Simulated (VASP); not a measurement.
# MoS2 (P-3m1) in VASP: a series of runs

MoS2 is run at these levels: PBEsol; tasks: single point.

Program: VASP 6.6.1. These are calculated values, not measurements. Logs are shortened: lines on timing, memory, paths and dates and some standing lists are left out, and cuts for length are marked.

### Step 1. The cell of the first run

It takes space group P-3m1 (No. 164, trigonal). Conventional cell: a = 3.227 Å, b = 3.227 Å, c = 6.312 Å, α = 90.00°, β = 90.00°, γ = 120.00°. Within 3.2 Å of Mo (site symmetry -3m) lie 6 S at 2.42 Å. S (site symmetry 3m) has 3 Mo at 2.42 Å within 3.2 Å.

### Step 2. Single point, PBEsol

File INCAR:

```
PREC = Accurate
ENCUT = 520
EDIFF = 1E-7
ISMEAR = 0
SIGMA = 0.1
LREAL = F
LASPH = T
NELM = 60
ALGO = Normal
ISIF = 2
LWAVE = F
LCHARG = T
GGA = PS
LELF = T
LVHAR = T
NBANDS = 20
```

File KPOINTS:

```
Automatic mesh
0
Gamma
  11 11 5
```

File POSCAR:

```
MoS2
1.0
    3.2274650000      0.0000000000      0.0000000000
   -1.6137320000      2.7950660000      0.0000000000
    0.0000000000      0.0000000000      6.3124730000
Mo S
1 2
Direct
    0.0000000000      0.0000000000      0.5000000000
    0.3333333333      0.6666666667      0.2553190000
    0.6666666667      0.3333333333      0.7446810000
```

Potentials or basis: VASP PAW PBE potentials, release 64 (Mo_sv, S).

On the command line:

```
$ cat potpaw_PBE.64/Mo_sv/POTCAR potpaw_PBE.64/S/POTCAR > POTCAR
$ mpirun -np 1 vasp_std > vasp.out
```

OUTCAR:

```text
PREC = Accurate
   ENCUT = 520
   EDIFF = 1E-7
   ISMEAR = 0
   LREAL = F
   LASPH = T
   NELM = 60
   ISIF = 2
   GGA = PS

 ion  position               nearest neighbor table
   1  0.000  0.000  0.500-   2 2.42   3 2.42   3 2.42   2 2.42   3 2.42   2 2.42
   2  0.333  0.667  0.255-   1 2.42   1 2.42   1 2.42
   3  0.667  0.333  0.745-   1 2.42   1 2.42   1 2.42

  LATTYP: Found a hexagonal cell.
 ALAT       =     3.2274650000
 C/A-ratio  =     1.9558610241

  Lattice vectors:

 A1 = (   3.2274650000,   0.0000000000,   0.0000000000)
 A2 = (  -1.6137320000,   2.7950660000,   0.0000000000)
 A3 = (   0.0000000000,   0.0000000000,   6.3124730000)

Analysis of symmetry for initial positions (statically):
=====================================================================
 Subroutine PRICEL returns:
 Original cell was already a primitive cell.

 Routine SETGRP: Setting up the symmetry group for a
 hexagonal supercell.

 Subroutine GETGRP returns: Found 12 space group operations
 (whereof 12 operations were pure point group operations)
 out of a pool of 24 trial point group operations.

The static configuration has the point symmetry D_3d.

Analysis of symmetry for dynamics (positions and initial velocities):
=====================================================================
 Subroutine PRICEL returns:
 Original cell was already a primitive cell.

 Routine SETGRP: Setting up the symmetry group for a
 hexagonal supercell.

 Subroutine GETGRP returns: Found 12 space group operations
 (whereof 12 operations were pure point group operations)
 out of a pool of 24 trial point group operations.

The dynamic configuration has the point symmetry D_3d.

 Subroutine INISYM returns: Found 12 space group operations
 (whereof 12 operations are pure point group operations),
 and found     1 'primitive' translations

----------------------------------------------------------------------------------------

                                     Primitive cell

  volume of cell :      56.9447

  direct lattice vectors                    reciprocal lattice vectors
     3.227465000  0.000000000  0.000000000     0.309840695  0.178886597  0.000000000
    -1.613732000  2.795066000  0.000000000     0.000000000  0.357773305  0.000000000
     0.000000000  0.000000000  6.312473000     0.000000000  0.000000000  0.158416519

  length of vectors
     3.227465000  3.227464161  6.312473000     0.357773212  0.357773305  0.158416519

  position of ions in fractional coordinates (direct lattice)
     0.000000000  0.000000000  0.500000000
     0.333333333  0.666666667  0.255319000
     0.666666667  0.333333333  0.744681000

  ion indices of the primitive-cell ions
   primitive index   ion index
                 1           1
                 2           2
                 3           3

----------------------------------------------------------------------------------------

 KPOINTS: Automatic mesh

Automatic generation of k-mesh.
 Grid dimensions read from file:
 generate k-points for:   11   11    5

 Generating k-lattice:

  Cartesian coordinates                     Fractional coordinates (reciprocal lattice)
     0.028167336  0.016262418  0.000000000     0.090909091 -0.000000000  0.000000000
     0.000000000  0.032524846  0.000000000     0.000000000  0.090909091  0.000000000
     0.000000000  0.000000000  0.031683304     0.000000000  0.000000000  0.200000000

  Length of vectors
     0.032524837  0.032524846  0.031683304

  Shift w.r.t. Gamma in fractional coordinates (k-lattice)
     0.000000000  0.000000000  0.000000000

 Subroutine IBZKPT returns following result:
 ===========================================

 Found     68 irreducible k-points:

 Following reciprocal coordinates:
            Coordinates               Weight
  0.000000  0.000000  0.000000      1.000000
  0.090909 -0.000000  0.000000      6.000000
  0.181818 -0.000000  0.000000      6.000000
  0.272727 -0.000000  0.000000      6.000000
  0.363636  0.000000  0.000000      6.000000
  0.454545 -0.000000  0.000000      6.000000
[... 16 lines left out ...]
  0.000000  0.272727  0.200000      6.000000
  0.363636  0.000000  0.200000      6.000000
 [... further k-points ...]
   k-points           NKPTS =     68   k-points in BZ     NKDIM =     68   number of bands    NBANDS=     20
   number of dos      NEDOS =    301   number of ions     NIONS =      3
   total plane-waves  NPLWV =  27648
   dimension x,y,z NGX =    24 NGY =   24 NGZ =   48
   dimension x,y,z NGXF=    48 NGYF=   48 NGZF=   96
   ions per type =               1   2
   NGX,Y,Z   is equivalent  to a cutoff of  12.36, 12.36, 12.64 a.u.
   NGXF,Y,Z  is equivalent  to a cutoff of  24.72, 24.72, 25.28 a.u.
 SYSTEM =  unknown system
   PREC   = accura    normal or accurate (medium, high low for compatibility)
   ISTART =      0    job   : 0-new  1-cont  2-samecut
   ICHARG =      2    charge: 1-file 2-atom 10-const
   ISPIN  =      1    spin polarized calculation?
   LNONCOLLINEAR =      F non collinear calculations
   LSORBIT =      F    spin-orbit coupling
   LASPH  =      T    aspherical Exc in radial PAW
   ENCUT  =  520.0 eV  38.22 Ry    6.18 a.u.   6.00  6.00 11.74*2*pi/ulx,y,z
   NELM   =     60;   NELMIN=  2; NELMDL= -5     # of ELM steps
   EDIFF  = 0.1E-06   stopping-criterion for ELM
   LREAL  =      F    real-space projection
   EDIFFG = 0.1E-05   stopping-criterion for IOM
   NSW    =      0    number of steps for IOM
   IBRION =     -1    ionic relax: 0-MD 1-quasi-New 2-CG
   NFREE  =      0    steps in history (QN), initial steepest desc. (CG)
   ISIF   =      2    stress and relaxation
   ISYM   =      2    0-nonsym 1-usesym 2-fastsym
   POTIM  = 0.5000    time-step for ionic-motion
   TEBEG  =    0.0;   TEEND  =   0.0 temperature during run
   PSTRESS=    0.0 pullay stress
   NELECT =      26.0000    total number of electrons
   NUPDOWN=      -1.0000    fix difference up-down
   EMIN   =  10.00;   EMAX   =-10.00  energy-range for DOS
   EFERMI =   0.00;   METHOD = LEGACY
   ISMEAR =     0;   SIGMA  =   0.10  broadening in eV -4-tet -1-fermi 0-gaus
   EFERMI_NEDOS =   21; number of points for ismear=-14 and -15
   IALGO  =     38    algorithm
   IMIX   =      4    mixing-type and parameters
     AMIX     =   0.40;   BMIX     =  1.00
     AMIX_MAG =   1.60;   BMIX_MAG =  1.00
  volume/ion in A,a.u.               =      18.98       128.09
  Fermi-wavevector in a.u.,A,eV,Ry     =   1.260612  2.382212 21.621611  1.589144
  Thomas-Fermi vector in A             =   2.394113
   LORBIT       =      0    0 simple, 1 ext, 2 COOP (PROOUT), +10 PAW based schemes
   GGA     = PS    functional components
   LHFCALC =     F    Hartree Fock is set to
   AEXX    =    0.0000 exact exchange contribution
   IVDW    =     0    specifies the selected vdW correction
   LEPSILON=     F    determine dielectric tensor
   LRPA    =     F    only Hartree local field effects (RPA)
 non-spin polarized calculation
 Gauss-broadening in eV      SIGMA  =   0.10
  energy-cutoff  :      520.00
  volume of cell :       56.94
 maximum number of plane-waves:      1557
   NGX = 13   NGY = 13   NGZ = 23

 number of electron      26.0000001 magnetization

 Free energy of the ion-electron system (eV)
  ---------------------------------------------------
  ext. energy  EPLUGINS =         0.00000000
  ---------------------------------------------------
  free energy    TOTEN  =       -22.56671723 eV

  energy without entropy =      -22.55832505  energy(sigma->0) =      -22.56252114

 E-fermi :   6.8910     XC(G=0): -10.6248

 val. band max:        6.8578973380   @ k =   0.1818   0.1818   0.4000
 cond. band min:       6.9221445077   @ k =   0.0909  -0.0000   0.2000
 fundamental gap:      0.0642471697
 Fermi energy:         6.8910328014

 k-point     1 :       0.0000    0.0000    0.0000
  band No.  band energies     occupation
      1     -54.8558      2.00000
      2     -28.9206      2.00000
      3     -28.8880      2.00000
      4     -28.8880      2.00000
      5      -7.9871      2.00000
      6      -6.5239      2.00000
[... 12 lines left out ...]
     19      12.9040      0.00000
     20      16.3843      0.00000

 k-point     2 :       0.0909   -0.0000    0.0000
  band No.  band energies     occupation
      1     -54.8532      2.00000
      2     -28.9157      2.00000
      3     -28.9143      2.00000
      4     -28.8941      2.00000
      5      -7.8616      2.00000
      6      -6.4974      2.00000
[... 12 lines left out ...]
     19      13.4656      0.00000
     20      15.9906      0.00000

 k-point     3 :       0.1818   -0.0000    0.0000
  band No.  band energies     occupation
      1     -54.8465      2.00000
      2     -28.9855      2.00000
      3     -28.9104      2.00000
      4     -28.9013      2.00000
      5      -7.5074      2.00000
      6      -6.4229      2.00000
[... 12 lines left out ...]
     19      14.4069      0.00000
     20      15.7383      0.00000

 k-point     4 :       0.2727   -0.0000    0.0000
  band No.  band energies     occupation
      1     -54.8377      2.00000
      2     -29.0770      2.00000
      3     -28.9317      2.00000
      4     -28.8829      2.00000
      5      -7.0022      2.00000
      6      -6.3054      2.00000
[... 12 lines left out ...]
     19      14.2013      0.00000
     20      14.8464      0.00000

 k-point     5 :       0.3636    0.0000    0.0000
  band No.  band energies     occupation
      1     -54.8295      2.00000
      2     -29.1600      2.00000
      3     -28.9511      2.00000
      4     -28.8660      2.00000
      5      -6.5544      2.00000
      6      -6.0844      2.00000
[... 12 lines left out ...]
     19      13.6581      0.00000
     20      14.6369      0.00000

 k-point     6 :       0.4545   -0.0000    0.0000
  band No.  band energies     occupation
      1     -54.8247      2.00000
      2     -29.2088      2.00000
      3     -28.9626      2.00000
      4     -28.8559      2.00000
      5      -6.3940      2.00000
      6      -5.7724      2.00000
[... 12 lines left out ...]
     19      13.5988      0.00000
     20      14.9099      0.00000

 k-point     7 :       0.0909    0.0909    0.0000
  band No.  band energies     occupation
      1     -54.8486      2.00000
      2     -28.9617      2.00000
      3     -28.9081      2.00000
      4     -28.9046      2.00000
      5      -7.6212      2.00000
      6      -6.4471      2.00000
[... 12 lines left out ...]
     19      14.3944      0.00000
     20      15.7459      0.00000
[... 277 lines left out ...]
 k-point    20 :       0.1818   -0.0000    0.2000
  band No.  band energies     occupation
      1     -54.8465      2.00000
      2     -28.9855      2.00000
      3     -28.9104      2.00000
      4     -28.9013      2.00000
      5      -7.4616      2.00000
      6      -6.4894      2.00000
[... 12 lines left out ...]
     19      14.3459      0.00000
     20      15.2694      0.00000

 k-point    21 :       0.0000    0.1818    0.2000
  band No.  band energies     occupation
      1     -54.8465      2.00000
      2     -28.9855      2.00000
      3     -28.9104      2.00000
      4     -28.9013      2.00000
      5      -7.4487      2.00000
      6      -6.5100      2.00000
[... 12 lines left out ...]
     19      14.6717      0.00000
     20      16.0935      0.00000

 k-point    22 :       0.2727   -0.0000    0.2000
  band No.  band energies     occupation
      1     -54.8376      2.00000
      2     -29.0770      2.00000
      3     -28.9317      2.00000
      4     -28.8829      2.00000
      5      -6.9884      2.00000
      6      -6.3185      2.00000
[... 12 lines left out ...]
     19      13.7877      0.00000
     20      15.6612      0.00000

 k-point    23 :       0.0000    0.2727    0.2000
  band No.  band energies     occupation
      1     -54.8376      2.00000
      2     -29.0771      2.00000
      3     -28.9316      2.00000
      4     -28.8829      2.00000
      5      -6.9297      2.00000
      6      -6.3980      2.00000
[... 12 lines left out ...]
     19      14.5808      0.00000
     20      14.9478      0.00000

 k-point    24 :       0.3636    0.0000    0.2000
  band No.  band energies     occupation
      1     -54.8295      2.00000
      2     -29.1600      2.00000
      3     -28.9511      2.00000
      4     -28.8660      2.00000
      5      -6.6022      2.00000
      6      -6.0188      2.00000
[... 12 lines left out ...]
     19      13.2564      0.00000
     20      15.9120      0.00000

 [... further k-points ...]
[... 5 lines left out ...]
  --------------------------------------------------------------------------------------
  -------------------------------------------------------------------------------------
  Total       -1.6318315     -1.6318307     -0.3131347     -0.0000003      0.0000000     -0.0000000
  in kB      -45.9126922    -45.9126699     -8.8102583     -0.0000082      0.0000000     -0.0000000
  external PRESSURE =     -33.5452068 kB  Pullay stress =       0.0000000 kB

 VOLUME and BASIS-vectors are now :
 -----------------------------------------------------------------------------
  energy-cutoff  :      520.00
  volume of cell :       56.94
      direct lattice vectors                 reciprocal lattice vectors
     3.227465000  0.000000000  0.000000000     0.309840695  0.178886597  0.000000000
    -1.613732000  2.795066000  0.000000000     0.000000000  0.357773305  0.000000000
     0.000000000  0.000000000  6.312473000     0.000000000  0.000000000  0.158416519

 POSITION                                       TOTAL-FORCE (eV/Angst)
 -----------------------------------------------------------------------------------
      0.00000      0.00000      3.15624         0.000000      0.000000      0.000000
      0.00000      1.86338      1.61169        -0.000000      0.000000     -0.022363
      1.61373      0.93169      4.70078         0.000000     -0.000000      0.022363
 -----------------------------------------------------------------------------------
    total drift:                                0.000000      0.000000      0.000000

  FREE ENERGIE OF THE ION-ELECTRON SYSTEM (eV)
  ---------------------------------------------------
  free  energy   TOTEN  =       -22.5667172340 eV

  energy  without entropy=      -22.5583250470  energy(sigma->0) =      -22.56252114
```

It took 56 s on 1 thread of AMD EPYC 7R43 (Zen 3), shared host; peak memory 0.18 GiB.

Results:

```yaml
Free_energy: -22.5667 eV
Pressure: -3.4 GPa
Largest_force: 0.022 eV/Å
Band_gap_on_the_k_mesh: zero (band 13 reaches 7.16 eV, above the bottom of band 14 at 6.47 eV)
```

Forces in eV/Å, atoms in the order of the input:
```
Mo   0.000  0.000  0.000
S    0.000  0.000 -0.022
S    0.000  0.000  0.022
```

Caveat: the PAW data sets were made with another functional, which shifts forces and pressure a little; this functional lacks dispersion, which binds the layers, so the pressure and a relaxed spacing across them are unreliable.

(Continued in part 2 of 3.)
